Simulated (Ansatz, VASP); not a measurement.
**VN in VASP and in Ansatz**

File INCAR:

```
PREC = Accurate ; ENCUT = 600
EDIFF = 1E-6 ; ISMEAR = 0
SIGMA = 0.1 ; LREAL = F
LASPH = T ; NELM = 200
ALGO = Normal ; ISIF = 2
LWAVE = F ; LCHARG = T
ISPIN = 2 ; MAGMOM = 0.3 0
LORBIT = 11 ; LMAXMIX = 4
GGA = PE ; LELF = T
LVHAR = T ; NBANDS = 20
GGA_COMPAT = F
```

File KPOINTS:

```
regular mesh
0
Gamma
  2 2 2
```

File POSCAR:

```
VN
1.0
    0.0000000000      2.0624650000      2.0624650000
    2.0624650000      0.0000000000      2.0624650000
    2.0624650000      2.0624650000      0.0000000000
V N
1 1
Direct
    0.0000000000      0.0000000000      0.0000000000
    0.5121214178      0.4878785822      0.5121214178
```

Input for Ansatz:

```yaml
crystal:
  lattice:
    - [0.0, 2.062465, 2.062465]
    - [2.062465, 0.0, 2.062465]
    - [2.062465, 2.062465, 0.0]
  atoms:
    - { symbol: V, position: [0.0, 0.0, 0.0], spin: 0.3 }
    - { symbol: "N", position: [0.5121214178, 0.4878785822, 0.5121214178] }
basis:
  xc_grid: 2
kpoints:
  mp_grid: { grid: [2, 2, 2] }
hamiltonian:
  xc: pbe
scf:
  occupations: { method: gaussian, width: 0.1 }
  lower_state_search: "off"
  max_iter: 80
  convergence: { dr2_threshold: "1e-11 eV" }
output:
  forces: true
  stress: true
  eigenvalues: true
  populations: true
magnetization:
  spin_polarized: true
```

Alike in both runs: task single point; functional PBE; k mesh 2 × 2 × 2; occupations gaussian, width 0.1 eV; collinear spin.

```csv
,VASP,Ansatz
version,VASP 6.6.1,Ansatz 0.2.0
potentials or method,"VASP PAW PBE potentials, release 64 (V_sv, N)","scalar-relativistic, plane waves, PAW"
plane-wave cutoff (eV),600,420
valence electrons in the cell,18,18
```

```tsv
	VASP	Ansatz	Ansatz less VASP
gap on the k mesh at the Fermi level (eV)	none	none	-
pressure (GPa)	0.0	-0.4	-0.42
traceless stress, the component that is largest in VASP (GPa)	0.50	0.49	-0.008
rms of the force components (eV/Å)	0.824	0.821	-0.0026
net moment per atom (μB)	0.00	0.00	0.000
```

Atom by atom the forces differ by 0.003 eV/Å (rms over components). A gap of «none» marks a metal or a gap that the smearing closes. Ansatz's warnings: filled band counts differ across k points, seeded moment not kept.

The k mesh is coarse, so the values compare programs but aren't converged.
